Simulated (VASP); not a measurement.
Set up this calculation in VASP 6.6.1, as the native input.

```
Task                   : single point
Functional             : PBE
Potentials or basis    : VASP PAW PBE potentials, release 64 (Pb_d, O)
Cutoff                 : 520 eV
k mesh                 : 13 × 13 × 13
Occupations            : fermi-dirac, width 0.0612256 eV
Spin                   : no spin polarisation
Dipole correction      : no
Further INCAR settings : ALGO = Normal; EDIFF = 1e-07; NBANDS = 24
```

The structure of PbO3 (ReO3 type) lies in POSCAR:

```
PbO3
1.0
    4.2381627547      0.0000000000      0.0000000000
    0.0000000000      4.2381627547      0.0000000000
    0.0000000000      0.0000000000      4.2381627547
Pb O
1 3
Direct
    0.0000000000      0.0000000000      0.0000000000
    0.5000000000      0.0000000000      0.0000000000
    0.0000000000      0.5000000000      0.0000000000
    0.0000000000      0.0000000000      0.5000000000
```

The input as run:

INCAR

```
SYSTEM = PbO3
PREC = Accurate
ENCUT = 520
EDIFF = 1E-7
ISMEAR = -1
SIGMA = 0.06122561905347299
LREAL = .FALSE.
LASPH = .TRUE.
NELM = 80
ALGO = Normal
ISIF = 2
LWAVE = .FALSE.
LCHARG = .FALSE.
GGA = PE
NBANDS = 24
```

KPOINTS

```
Automatic mesh
0
G
  13 13 13
  0 0 0
```

Potentials or basis: VASP PAW PBE potentials, release 64 (Pb_d, O).

Command:

```bash
$ cat potpaw_PBE.64/Pb_d/POTCAR potpaw_PBE.64/O/POTCAR > POTCAR
$ mpirun -np 1 vasp_std > vasp.out
```

Results of the run:

| Item | Value |
| --- | --- |
| Pressure | 2.7 GPa |
| Band gap on the k mesh | zero (bands 16 and 17 overlap by 0.73 eV) |

Caveat: semilocal functionals underestimate gaps, so a narrow gap can read as zero; spin-orbit coupling is left out, which moves the levels of the heavy elements.

Wall time 110 s on 1 thread of Intel Xeon 8259CL, with other jobs on the host, peak memory 0.27 GiB.
